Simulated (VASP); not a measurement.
# Sn (Immm) in VASP: further runs

The runs below take Sn through single point, with PBEsol.

All numbers are computed with VASP 6.6.1; they aren't measurements. Logs are shortened: lines on timing, memory, paths and dates and some standing lists are left out, and cuts for length are marked.

**1. The cell of the first run**

The structure is orthorhombic, space group Immm (No. 71). Conventional cell: a = 3.453 Å, b = 3.551 Å, c = 4.677 Å, α = 90.00°, β = 90.00°, γ = 90.00°. Sn (site symmetry mmm) has 12 Sn at 3.41 to 3.55 Å within 4.5 Å.

**2. Single point, PBEsol**

Contents of INCAR:

```
SYSTEM = Sn
PREC     = Accurate       ! precision mode
ENCUT    = 520            ! plane-wave cutoff, eV
EDIFF    = 1E-6           ! SCF threshold, eV
ISMEAR   = 1              ! smearing method
SIGMA    = 0.1            ! smearing width, eV
LREAL    = .FALSE.        ! projectors in reciprocal space
LASPH    = .TRUE.         ! aspherical terms in the spheres
NELM     = 100            ! most SCF steps
ALGO     = Normal         ! electronic algorithm
ISIF     = 2              ! what is computed and relaxed
LWAVE    = .FALSE.        ! write WAVECAR
LCHARG   = .FALSE.        ! write CHGCAR
GGA      = PS             ! functional
NBANDS   = 13             ! bands
```

Contents of KPOINTS:

```
Automatic mesh
0
G
  12 12 12
  0 0 0
```

Contents of POSCAR:

```
Sn
1.0
   -1.7265400000      1.7755500000      2.3383400000
    1.7265400000     -1.7755500000      2.3383400000
    1.7265400000      1.7755500000     -2.3383400000
Sn
1
Direct
    0.0000000000      0.0000000000      0.0000000000
```

Potentials or basis: VASP PAW PBE potentials, release 64 (Sn_d).

Command:

```
$ cat potpaw_PBE.64/Sn_d/POTCAR > POTCAR
$ mpirun -np 1 vasp_std > vasp.out
```

OUTCAR:

```text
SYSTEM = Sn
   PREC = Accurate
   ENCUT = 520
   EDIFF = 1E-6
   ISMEAR = 1
   LREAL = .FALSE.
   LASPH = .TRUE.
   NELM = 100
   ISIF = 2
   GGA = PS

 ion  position               nearest neighbor table
   1  0.000  0.000  0.000-

  LATTYP: Found a body centered orthorhombic cell.
 ALAT       =     3.4530800000
 B/A-ratio  =     1.0283862523
 C/A-ratio  =     1.3543503191

  Lattice vectors:

 A1 = (  -1.7265400000,   1.7755500000,   2.3383400000)
 A2 = (   1.7265400000,  -1.7755500000,   2.3383400000)
 A3 = (   1.7265400000,   1.7755500000,  -2.3383400000)

Analysis of symmetry for initial positions (statically):
=====================================================================
 Subroutine PRICEL returns:
 Original cell was already a primitive cell.

 Routine SETGRP: Setting up the symmetry group for a
 body centered orthorhombic supercell.

 Subroutine GETGRP returns: Found  8 space group operations
 (whereof  8 operations were pure point group operations)
 out of a pool of  8 trial point group operations.

The static configuration has the point symmetry D_2h.

Analysis of symmetry for dynamics (positions and initial velocities):
=====================================================================
 Subroutine PRICEL returns:
 Original cell was already a primitive cell.

 Routine SETGRP: Setting up the symmetry group for a
 body centered orthorhombic supercell.

 Subroutine GETGRP returns: Found  8 space group operations
 (whereof  8 operations were pure point group operations)
 out of a pool of  8 trial point group operations.

The dynamic configuration has the point symmetry D_2h.

 Subroutine INISYM returns: Found  8 space group operations
 (whereof  8 operations are pure point group operations),
 and found     1 'primitive' translations

----------------------------------------------------------------------------------------

                                     Primitive cell

  volume of cell :      28.6733

  direct lattice vectors                    reciprocal lattice vectors
    -1.726540000  1.775550000  2.338340000     0.000000000  0.281602884  0.213826903
     1.726540000 -1.775550000  2.338340000     0.289596534  0.000000000  0.213826903
     1.726540000  1.775550000 -2.338340000     0.289596534  0.281602884  0.000000000

  length of vectors
     3.406075767  3.406075767  3.406075767     0.353584684  0.359983468  0.403938531

  position of ions in fractional coordinates (direct lattice)
     0.000000000  0.000000000  0.000000000

  ion indices of the primitive-cell ions
   primitive index   ion index
                 1           1

[... 78 lines left out ...]
   ISYM   =      2    0-nonsym 1-usesym 2-fastsym
   POTIM  = 0.5000    time-step for ionic-motion
   TEBEG  =    0.0;   TEEND  =   0.0 temperature during run
   PSTRESS=    0.0 pullay stress
   NELECT =      14.0000    total number of electrons
   NUPDOWN=      -1.0000    fix difference up-down
   EMIN   =  10.00;   EMAX   =-10.00  energy-range for DOS
   EFERMI =   0.00;   METHOD = LEGACY
   ISMEAR =     1;   SIGMA  =   0.10  broadening in eV -4-tet -1-fermi 0-gaus
   EFERMI_NEDOS =   21; number of points for ismear=-14 and -15
   IALGO  =     38    algorithm
   IMIX   =      4    mixing-type and parameters
     AMIX     =   0.40;   BMIX     =  1.00
     AMIX_MAG =   1.60;   BMIX_MAG =  1.00
  volume/ion in A,a.u.               =      28.67       193.50
  Fermi-wavevector in a.u.,A,eV,Ry     =   1.289115  2.436075 22.610411  1.661818
  Thomas-Fermi vector in A             =   2.421028
   LORBIT       =      0    0 simple, 1 ext, 2 COOP (PROOUT), +10 PAW based schemes
   GGA     = PS    functional components
   LHFCALC =     F    Hartree Fock is set to
   AEXX    =    0.0000 exact exchange contribution
   IVDW    =     0    specifies the selected vdW correction
   LEPSILON=     F    determine dielectric tensor
   LRPA    =     F    only Hartree local field effects (RPA)
 non-spin polarized calculation
 Methfessel and Paxton  Order N= 1 SIGMA  =   0.10
  energy-cutoff  :      520.00
  volume of cell :       28.67
 maximum number of plane-waves:       789
 NGX is ok and might be reduce to    28
   NGX = 13   NGY = 13   NGZ = 13

 number of electron      13.9999998 magnetization

 Free energy of the ion-electron system (eV)
  ---------------------------------------------------
  ext. energy  EPLUGINS =         0.00000000
  ---------------------------------------------------
  free energy    TOTEN  =        -4.19803503 eV

  energy without entropy =       -4.19805512  energy(sigma->0) =       -4.19804172

 E-fermi :   7.3530     XC(G=0): -10.2541

 val. band max:        7.3379444017   @ k =   0.2500   0.0833   0.0000
 cond. band min:       7.3811360044   @ k =   0.4167  -0.4167   0.1667
 fundamental gap:      0.0431916027
 Fermi energy:         7.3529878198

 k-point     1 :       0.0000    0.0000    0.0000
  band No.  band energies     occupation
      1     -14.1015      2.00000
      2     -14.0883      2.00000
      3     -14.0646      2.00000
      4     -14.0349      2.00000
      5     -14.0034      2.00000
      6      -3.4242      2.00000
      7      14.3663      0.00000
      8      14.5056      0.00000
      9      14.9114      0.00000
     10      17.9753      0.00000
     11      18.4878      0.00000
     12      18.9908      0.00000
     13      19.1547      0.00000
[... 354 lines left out ...]
  band No.  band energies     occupation
      1     -14.0842      2.00000
      2     -14.0647      2.00000
      3     -14.0446      2.00000
      4     -13.9879      2.00000
      5     -13.9665      2.00000
      6      -0.0543      2.00000
      7       4.8804      2.00000
      8       9.2607     -0.00000
      9      12.7975      0.00000
     10      16.0687      0.00000
     11      19.0564      0.00000
     12      19.8942      0.00000
     13      21.9264      0.00000

 [... further k-points ...]
[... 5 lines left out ...]
  --------------------------------------------------------------------------------------
  -------------------------------------------------------------------------------------
  Total       -0.5772382     -0.7124440     -0.7448644      0.0000000      0.0000000      0.0000000
  in kB      -32.2543636    -39.8092593    -41.6208193      0.0000000      0.0000000      0.0000000
  external PRESSURE =     -37.8948141 kB  Pullay stress =       0.0000000 kB

 VOLUME and BASIS-vectors are now :
 -----------------------------------------------------------------------------
  energy-cutoff  :      520.00
  volume of cell :       28.67
      direct lattice vectors                 reciprocal lattice vectors
    -1.726540000  1.775550000  2.338340000     0.000000000  0.281602884  0.213826903
     1.726540000 -1.775550000  2.338340000     0.289596534  0.000000000  0.213826903
     1.726540000  1.775550000 -2.338340000     0.289596534  0.281602884  0.000000000

 POSITION                                       TOTAL-FORCE (eV/Angst)
 -----------------------------------------------------------------------------------
      0.00000      0.00000      0.00000         0.000000      0.000000      0.000000
 -----------------------------------------------------------------------------------
    total drift:                                0.000000     -0.000000     -0.000000

  FREE ENERGIE OF THE ION-ELECTRON SYSTEM (eV)
  ---------------------------------------------------
  free  energy   TOTEN  =        -4.1980350263 eV

  energy  without entropy=       -4.1980551183  energy(sigma->0) =       -4.19804172
```

It took 64 s on 1 thread of Intel Xeon Platinum 8488C (Sapphire Rapids), shared host; peak memory 0.23 GiB.

Results:

* Free energy: -4.1980 eV
* Pressure: -3.8 GPa
* Band gap on the k mesh: zero (band 7 reaches 14.37 eV, above the bottom of band 8 at 5.43 eV)

Caveat: the PAW data sets were made with another functional, which shifts forces and pressure a little; spin-orbit coupling is left out, which moves the levels of the heavy elements.

**3. Single point, PBEsol**

This run uses another cell than the first one, of 29.53 Å³/atom, 1.030 times its volume.

Contents of INCAR:

```
SYSTEM = Sn
PREC = Accurate ; ENCUT = 520
EDIFF = 1E-7 ; ISMEAR = 1
SIGMA = 0.1 ; LREAL = .FALSE.
LASPH = .TRUE. ; NELM = 100
ALGO = Normal ; ISIF = 2
LWAVE = .FALSE. ; LCHARG = .TRUE.
GGA = PS ; LELF = .TRUE.
LVHAR = .TRUE. ; NBANDS = 13
```

KPOINTS is that of step 2.

Contents of POSCAR:

```
Sn
1.0
   -1.7436355673      1.7931308463      2.3614933870
    1.7436355673     -1.7931308463      2.3614933870
    1.7436355673      1.7931308463     -2.3614933870
Sn
1
Direct
    0.0000000000      0.0000000000      0.0000000000
```

Potentials or basis: VASP PAW PBE potentials, release 64 (Sn_d).

Command:

```
$ cat potpaw_PBE.64/Sn_d/POTCAR > POTCAR
$ mpirun -np 1 vasp_std > vasp.out
```

Wall time 85 s (1 thread of Intel Xeon Platinum 8488C (Sapphire Rapids), shared host); peak memory 0.23 GiB.

Results (log left out):

- Free energy: -4.1753 eV
- Pressure: -4.8 GPa
- Band gap on the k mesh: zero (band 7 reaches 13.81 eV, above the bottom of band 8 at 5.17 eV)

Stress tensor (GPa, compression positive):
```
-4.23  0.00  0.00
 0.00 -4.83  0.00
 0.00  0.00 -5.29
```

Levels at points of the mesh, in eV from the Fermi level:
```csv
k point,band 3,band 4,band 5,band 6,band 7,band 8,band 9,band 10,band 11,band 12
"(0.00, 0.00, 0.00)",-21.41,-21.38,-21.35,-10.58,6.79,6.93,7.31,10.58,10.97,11.46
"(0.50, 0.00, 0.00)",-21.41,-21.32,-21.30,-6.81,-4.25,5.08,5.80,9.45,10.04,10.08
"(0.00, 0.50, 0.00)",-21.40,-21.31,-21.30,-6.57,-4.19,4.67,5.51,8.98,9.53,9.99
"(0.50, 0.50, 0.00)",-21.32,-21.30,-21.28,-5.25,-3.45,2.02,2.39,5.42,5.87,18.86
"(0.50, 0.50, 0.50)",-21.31,-21.29,-21.29,-4.53,-2.97,1.20,1.81,4.56,5.42,19.00
```

Caveat: the PAW data sets were made with another functional, which shifts forces and pressure a little; spin-orbit coupling is left out, which moves the levels of the heavy elements.

**4. Single point, PBEsol**

This run uses another cell than the first one, of 30.39 Å³/atom, 1.060 times its volume.

Contents of INCAR:

```
SYSTEM = Sn
PREC = Accurate
ENCUT = 520
EDIFF = 1E-6
ISMEAR = 1
SIGMA = 0.1
LREAL = .False.
LASPH = .True.
NELM = 60
ALGO = Normal
ISIF = 2
LWAVE = .False.
LCHARG = .False.
GGA = PS
NBANDS = 13
```

Contents of KPOINTS:

```
Automatic mesh
0
Gamma
  12 12 12
  0 0 0
```

Contents of POSCAR:

```
Sn
1.0
   -1.7604023224      1.8103735469      2.3842014472
    1.7604023224     -1.8103735469      2.3842014472
    1.7604023224      1.8103735469     -2.3842014472
Sn
1
Direct
    0.0000000000      0.0000000000      0.0000000000
```

Command:

```
$ cat potpaw_PBE.64/Sn_d/POTCAR > POTCAR
$ mpirun -np 1 vasp_std > vasp.out
```

Run time: 65 s. Hardware: 1 thread of Intel Xeon Platinum 8488C (Sapphire Rapids), shared host; peak memory 0.23 GiB.

Results (log left out):

| Item | Value |
| --- | --- |
| Free energy | -4.1478 eV |
| Pressure | -5.6 GPa |
| Band gap on the k mesh | zero (band 7 reaches 13.28 eV, above the bottom of band 8 at 4.93 eV) |

Stress tensor (GPa, compression positive):
```
-5.09  0.00  0.00
 0.00 -5.46  0.00
 0.00  0.00 -6.13
```

Levels at points of the mesh, in eV from the Fermi level:
```
           k point  band 5  band 6  band 7  band 8  band 9  band 10
(0.00, 0.00, 0.00)  -21.35  -10.39    6.58    6.71    7.08    10.53
(0.50, 0.00, 0.00)  -21.30   -6.77   -4.11    4.93    5.63     9.23
(0.00, 0.50, 0.00)  -21.31   -6.53   -4.05    4.53    5.36     8.77
(0.50, 0.50, 0.00)  -21.29   -5.28   -3.33    1.98    2.35     5.34
(0.50, 0.50, 0.50)  -21.29   -4.59   -2.87    1.18    1.78     4.51
```

Caveat: the PAW data sets were made with another functional, which shifts forces and pressure a little; spin-orbit coupling is left out, which moves the levels of the heavy elements.

**5. The runs side by side**

| cell | gap on the mesh (eV) | pressure (GPa) |
| --- | --- | --- |
| a = 3.406 Å, angles 119.1, 117.2, 93.3°, 1 atom | none | -3.8 |
| a = 3.440 Å, angles 119.1, 117.2, 93.3°, 1 atom | none | -4.8 |
| a = 3.473 Å, angles 119.1, 117.2, 93.3°, 1 atom | none | -5.6 |

Alike in all rows: task single point; level PBEsol; potentials or basis VASP PAW PBE potentials, release 64 (Sn_d); no spin polarisation; k mesh 12 × 12 × 12; cutoff (eV) 520; smearing methfessel-paxton 0.1 eV.

Caveats: the PAW data sets were made with another functional, which shifts forces and pressure a little; spin-orbit coupling is left out, which moves the levels of the heavy elements.

Absolute energies hang on the potentials; compare differences alone.
